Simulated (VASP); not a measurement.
A run of VASP 6.6.1:

POSCAR

```
Ir
1.0
    2.7513778946      0.0000000000      0.0000000000
   -1.3756889473      2.3827631521      0.0000000000
    0.0000000000      0.0000000000      4.8192732000
Ir
2
Direct
    0.6666666667      0.3333333333      0.7500000000
    0.3333333333      0.6666666667      0.2500000000
```

The input INCAR.step1:

```
SYSTEM = Ir
PREC     = Accurate       ! precision mode
ENCUT    = 520            ! plane-wave cutoff, eV
ISMEAR   = 0              ! smearing method
SIGMA    = 0.15           ! smearing width, eV
LREAL    = .False.        ! projectors in reciprocal space
LASPH    = .True.         ! aspherical terms in the spheres
NELM     = 100            ! most SCF steps
NBANDS   = 16             ! bands
GGA      = PE             ! functional
ALGO     = Normal         ! electronic algorithm
EDIFF    = 1E-4           ! SCF threshold, eV
LWAVE    = .True.         ! write WAVECAR
LCHARG   = .False.        ! write CHGCAR
```

INCAR.step2

```
SYSTEM = Ir
PREC     = Accurate       ! precision mode
ENCUT    = 520            ! plane-wave cutoff, eV
EDIFF    = 1E-6           ! SCF threshold, eV
ISMEAR   = 0              ! smearing method
SIGMA    = 0.15           ! smearing width, eV
LREAL    = .False.        ! projectors in reciprocal space
LASPH    = .True.         ! aspherical terms in the spheres
NELM     = 100            ! most SCF steps
ALGO     = Normal         ! electronic algorithm
ISIF     = 2              ! what is computed and relaxed
LWAVE    = .False.        ! write WAVECAR
LCHARG   = .True.         ! write CHGCAR
METAGGA  = R2SCAN         ! meta-GGA
LMIXTAU  = .True.       
LELF     = .True.         ! ELF
LVHAR    = .True.       
NBANDS   = 16             ! bands
ISTART   = 1
```

File KPOINTS:

```
regular mesh
0
Gamma
  18 18 12
  0 0 0
```

Potentials or basis: VASP PAW PBE potentials, release 64 (Ir).

Command:

```sh
$ cat potpaw_PBE.64/Ir/POTCAR > POTCAR
$ cp INCAR.step1 INCAR
$ mpirun -np 1 vasp_std > vasp.out
$ cp INCAR.step2 INCAR
$ mpirun -np 1 vasp_std > vasp.out
```

Hardware: 1 thread of Intel Xeon 8259CL, with other jobs on the host.

Q: Estimate the wall time of this run.

A: Run time: 5.6 min on 1 thread of Intel Xeon 8259CL (shared host), peak memory 0.21 GiB. Counts: k points 259.
